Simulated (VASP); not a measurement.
A run of VASP 6.6.1 is set up as follows.

Contents of INCAR:

```
PREC = Accurate
ENCUT = 520
EDIFF = 1E-7
ISMEAR = 1
SIGMA = 0.1
LREAL = F
LASPH = T
NELM = 100
ALGO = Normal
ISIF = 2
LWAVE = F
LCHARG = F
GGA = PE
NBANDS = 16
```

KPOINTS

```
Automatic mesh
0
Gamma
  8 8 6
```

File POSCAR:

```
CaI
1.0
    4.1189881547      0.0000000000      0.0000000000
   -2.0594940773      3.5671489113      0.0000000000
    0.0000000000      0.0000000000      4.5455151283
Ca I
1 1
Direct
    0.0000000000      0.0000000000      0.5000000000
    0.6666666667      0.3333333333      0.0000000000
```

Potentials or basis: VASP PAW PBE potentials, release 64 (Ca_sv, I).

Run with:

```console
$ cat potpaw_PBE.64/Ca_sv/POTCAR potpaw_PBE.64/I/POTCAR > POTCAR
$ mpirun -np 1 vasp_std > vasp.out
```

(1) Predict the band gap on the k mesh.

(2) Predict the pressure.

Answers

(1) zero (an odd number of electrons rules out a gap without spin polarisation).

(2) 0.4 GPa.

Caveat: spin-orbit coupling is left out, which moves the levels of the heavy elements; an odd number of electrons without spin polarisation forces a metal; a magnetic or distorted state may lie lower.
